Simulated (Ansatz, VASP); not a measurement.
**Two plane-wave programs on TiO2**

```
Ti O
1.0
     2.67116   -2.67125   -0.02017
     2.67116    2.67125   -0.02017
    -2.63534    0.00000    4.81205
Ti O
2 4
Direct
  0.12497 0.87503 0.25000
  0.87503 0.12497 0.75000
  0.33228 0.08225 0.66454
  0.66772 0.91775 0.33546
  0.91775 0.66772 0.83546
  0.08225 0.33228 0.16454
```

Alike in both runs: functional r2SCAN; k mesh 8 × 8 × 6; occupations gaussian, width 0.02 eV; no spin polarisation.

Ansatz relaxed the structure, and its values are those at the end. VASP's run is a single point on that final structure, the one shown.

```csv
,VASP,Ansatz
version,VASP 6.6.1,Ansatz 0.2.0
potentials or method,"VASP PAW PBE potentials, release 64 (Ti_sv, O), cutoff 520 eV","scalar-relativistic, plane waves, PAW"
valence electrons in the cell,48,48
```

```tsv
	VASP	Ansatz	Ansatz less VASP
gap on the k mesh at the Fermi level (eV)	2.59	2.57	-0.022
least direct gap on the mesh (eV)	2.90	2.87	-0.029
pressure (GPa)	1.2	0.0	-1.22
rms of the force components (eV/Å)	0.012	0.000	-0.0121
```

VASP's potentials were made for PBE, not for r2SCAN.
